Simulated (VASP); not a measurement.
# BaTiO3: single point with LDA

The system is BaTiO3.

```
Ba Ti O
1.0
     4.00600    0.00000    0.00000
     0.00000    4.00600    0.00000
     0.00000    0.00000    4.00600
Ba Ti O
1 1 3
Direct
  0.50000 0.50000 0.50000
  0.00000 0.00000 0.00000
  0.50000 0.00000 0.00000
  0.00000 0.50000 0.00000
  0.00000 0.00000 0.50000
```

| Quantity | Value |
| --- | --- |
| Program | VASP 6.6.1 |
| Task | single point |
| Functional | LDA |
| Potentials or basis | VASP PAW LDA potentials, release 64 (Ba_sv, Ti_sv, O) |
| Cutoff | 520 eV |
| k mesh | 6 × 6 × 6 |
| Occupations | gaussian, width 0.01 eV |
| Spin | no spin polarisation |

```yaml
Pressure: -7.3 GPa
Band_gap_on_the_k_mesh: 1.65 eV (least direct gap 1.79 eV)
```

Levels at points of the mesh, in eV from the valence-band top:
| k point | band 17 | band 18 | band 19 | band 20 | band 21 | band 22 | band 23 | band 24 |
| --- | --- | --- | --- | --- | --- | --- | --- | --- |
| (0.00, 0.00, 0.00) | -1.11 | -0.14 | -0.14 | -0.14 | 1.65 | 1.65 | 1.65 | 3.92 |
| (0.50, 0.00, 0.00) | -1.86 | -1.86 | -0.72 | -0.72 | 1.81 | 3.44 | 3.44 | 3.93 |
| (0.50, 0.50, 0.00) | -1.74 | -0.87 | -0.87 | -0.09 | 3.45 | 3.45 | 3.86 | 4.77 |
| (0.50, 0.50, 0.50) | -2.41 | 0.00 | 0.00 | 0.00 | 4.12 | 4.12 | 4.12 | 6.64 |

It took 17 s on 1 thread of Intel(R) Xeon(R) 6975P-C (Granite Rapids), on a shared host, peak memory 0.16 GiB.

Caveat: the cell stands under tension; spin-orbit coupling is left out, which moves the levels of the heavy elements. A k mesh can miss the band edges.
